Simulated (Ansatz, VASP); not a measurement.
TiO2: VASP beside Ansatz

File INCAR:

```
SYSTEM = TiO2
PREC = Accurate
ENCUT = 520
EDIFF = 1E-7
ISMEAR = -1
SIGMA = 0.1
LREAL = .False.
LASPH = .True.
NELM = 60
ALGO = Normal
ISIF = 2
LWAVE = .False.
LCHARG = .True.
GGA = PE
LELF = .True.
LVHAR = .True.
NBANDS = 19
```

Contents of KPOINTS:

```
regular mesh
0
Gamma
  12 12 12
  0 0 0
```

File POSCAR:

```
TiO2
1.0
    0.0000000000      2.3142502914      2.3142502914
    2.3142502914      0.0000000000      2.3142502914
    2.3142502914      2.3142502914      0.0000000000
Ti O
1 2
Direct
    0.0000000000      0.0000000000      0.0000000000
    0.2500000000      0.2500000000      0.2500000000
    0.7500000000      0.7500000000      0.7500000000
```

Input for Ansatz:

```yaml
crystal:
  lattice:
    - [0.0, 2.3142502914, 2.3142502914]
    - [2.3142502914, 0.0, 2.3142502914]
    - [2.3142502914, 2.3142502914, 0.0]
  atoms:
    - { symbol: Ti, position: [0.0, 0.0, 0.0] }
    - { symbol: O, position: [0.25, 0.25, 0.25] }
    - { symbol: O, position: [0.75, 0.75, 0.75] }
kpoints:
  mp_grid: { grid: [12, 12, 12] }
scf:
  occupations: { method: fermi_dirac, width: 0.1 }
hamiltonian:
  xc: pbe
  pseudopotentials: { kind: paw }
output:
  forces: true
  stress: true
  eigenvalues: true
  populations: true
```

Change from the starting cell: volume scaled by 0.88, PAW files.

Alike in both runs: task single point; functional PBE; k mesh 12 × 12 × 12; occupations fermi-dirac, width 0.1 eV; no spin polarisation.

|  | VASP | Ansatz |
| --- | --- | --- |
| version | VASP 6.6.1 | Ansatz 0.2.0 |
| potentials or method | VASP PAW PBE potentials, release 64 (Ti_sv, O) | PAW with Ansatz's default frozen-core files, scalar-relativistic |
| plane-wave cutoff (eV) | 520 | 420 |
| valence electrons in the cell | 24 | 24 |

VASP gave:

```
pressure (GPa) : 42.9
```

**Question.** Which values does Ansatz return?

**Answer.** Pressure (GPa): 41.7.

Both programs put the cell under a high pressure, so it lies far from rest at this level.
